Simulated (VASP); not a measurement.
Write the native input for VASP 6.6.1 that does the following.

- Task: single point
- Functional: LDA
- Potentials or basis: VASP PAW LDA potentials, release 64 (Cr_pv, B)
- Cutoff: 520 eV
- k mesh: 16 × 16 × 8
- Occupations: gaussian, width 0.05 eV
- Spin: collinear spin, antiferromagnetic start
- Starting moments: [0.64, -0.64, 0.0, 0.0, 0.0, 0.0] μB
- Dipole correction: no
- Further INCAR settings: ALGO = Normal; EDIFF = 1e-06; NBANDS = 31

The structure of CrB2 lies in POSCAR:

```
CrB2
1.0
    2.9690386911      0.0000000000      0.0000000000
   -1.4845193455      2.5712629313      0.0000000000
    0.0000000000      0.0000000000      5.7489421368
Cr B
2 4
Direct
    0.0000000000      0.0000000000      0.0000000000
    0.0000000000      0.0000000000      0.5000000000
    0.3333333333      0.6666666667      0.2499984509
    0.6666666667      0.3333333333      0.2499984509
    0.3333333333      0.6666666667      0.7500015491
    0.6666666667      0.3333333333      0.7500015491
```

These files were run (other wordings do the same):

INCAR

```
  ALGO = Normal
  EDIFF = 1E-6
  ENCUT = 520
  GGA = CA
  ISIF = 2
  ISMEAR = 0
  ISPIN = 2
  LASPH = T
  LCHARG = T
  LELF = T
  LMAXMIX = 4
  LORBIT = 11
  LREAL = F
  LVHAR = T
  LWAVE = F
  MAGMOM = 0.64 -0.64 0 0 0 0
  NBANDS = 31
  NELM = 150
  PREC = Accurate
  SIGMA = 0.05
```

KPOINTS

```
k-points
0
Gamma
  16 16 8
```

Potentials or basis: VASP PAW LDA potentials, release 64 (Cr_pv, B).

Command:

```console
$ cat potpaw_LDA.64/Cr_pv/POTCAR potpaw_LDA.64/B/POTCAR > POTCAR
$ mpirun -np 1 vasp_std > vasp.out
```

It gave:

The pressure is -6.5 GPa and the band gap on the k mesh is zero (filled and empty bands overlap). The net moment is 0.00 μB per cell. The site moments are Cr +0.23, -0.23; B +0.00 μB and the valence electrons inside the program's atomic spheres are Cr 11.19; B 2.06.

Caveat: the cell stands under tension.

Wall time 7.7 min on 1 thread of Intel(R) Xeon(R) Platinum 8488C (Sapphire Rapids), with other jobs on the host, peak memory 0.37 GiB.
